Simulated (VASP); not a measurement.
Here is a VASP 6.6.1 calculation.

Contents of INCAR:

```
PREC = Accurate
ENCUT = 520
EDIFF = 1E-6
ISMEAR = 0
SIGMA = 0.1
LREAL = F
LASPH = T
NELM = 60
ALGO = Normal
ISIF = 2
LWAVE = F
LCHARG = F
GGA = PE
NBANDS = 24
```

Contents of KPOINTS:

```
Automatic mesh
0
Gamma
  18 18 8
```

The input POSCAR:

```
TaN
1.0
    2.9171232581      0.0000000000      0.0000000000
   -1.4585616291      2.5263028475      0.0000000000
    0.0000000000      0.0000000000      5.9149681250
Ta N
2 2
Direct
    0.0000000000      0.0000000000      0.0000000000
    0.0000000000      0.0000000000      0.5000000000
    0.3333333333      0.6666666667      0.2500000000
    0.6666666667      0.3333333333      0.7500000000
```

Potentials or basis: VASP PAW PBE potentials, release 64 (Ta_pv, N).

Launch:

```sh
$ cat potpaw_PBE.64/Ta_pv/POTCAR potpaw_PBE.64/N/POTCAR > POTCAR
$ mpirun -np 1 vasp_std > vasp.out
```

**Question.** Predict the band gap on the k mesh.

**Answer.** Zero (band 16 reaches 8.68 eV, above the bottom of band 17 at 7.70 eV).

**Question.** What does it give for the pressure?

**Answer.** 0.7 GPa.

Stress tensor (GPa, compression positive):
```
0.67 0.00 0.00
0.00 0.67 0.00
0.00 0.00 0.76
```

Caveat: spin-orbit coupling is left out, which moves the levels of the heavy elements.
